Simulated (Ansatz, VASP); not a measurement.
**CS2: VASP beside Ansatz**

```
S C
1.0
     8.43433    0.00000    0.00000
     0.00000    8.43433    0.00000
     0.00000    0.00000    8.43433
S C
12 6
Direct
  0.81578 0.20243 0.05402
  0.03200 0.41593 0.84122
  0.82207 0.63841 0.42208
  0.83444 0.95563 0.61298
  0.51414 0.91833 0.91807
  0.25050 0.79284 0.69017
  0.50071 0.20436 0.44870
  0.24405 0.43749 0.31773
  0.38256 0.28702 0.91859
  0.63730 0.54524 0.83873
  0.40087 0.83115 0.34396
  0.12272 0.80474 0.10041
  0.92333 0.30906 0.94697
  0.82770 0.79735 0.51673
  0.38097 0.85585 0.80572
  0.37219 0.32152 0.38425
  0.51057 0.41573 0.87887
  0.26261 0.81893 0.22093
```

Alike in both runs: functional PBE; dispersion D3(BJ); k mesh 1 × 1 × 1; occupations fermi-dirac, width 0.02 eV; no spin polarisation.

Ansatz relaxed the structure, and its values are those at the end. VASP's run is a single point on that final structure, the one shown.

|  | VASP | Ansatz |
| --- | --- | --- |
| version | VASP 6.6.1 | Ansatz 0.2.0 |
| potentials or method | VASP PAW PBE potentials, release 64 (S, C_h), cutoff 1000 eV | scalar-relativistic, plane waves, PAW |
| valence electrons in the cell | 96 | 96 |

VASP gave:

```
rms of the force components (eV/Å) : 0.181
```

Q: Which values does Ansatz return?

A: rms of the force components (eV/Å): 0.070.

One of these differences is far larger than is usual between the two programs; its cause wasn't traced.
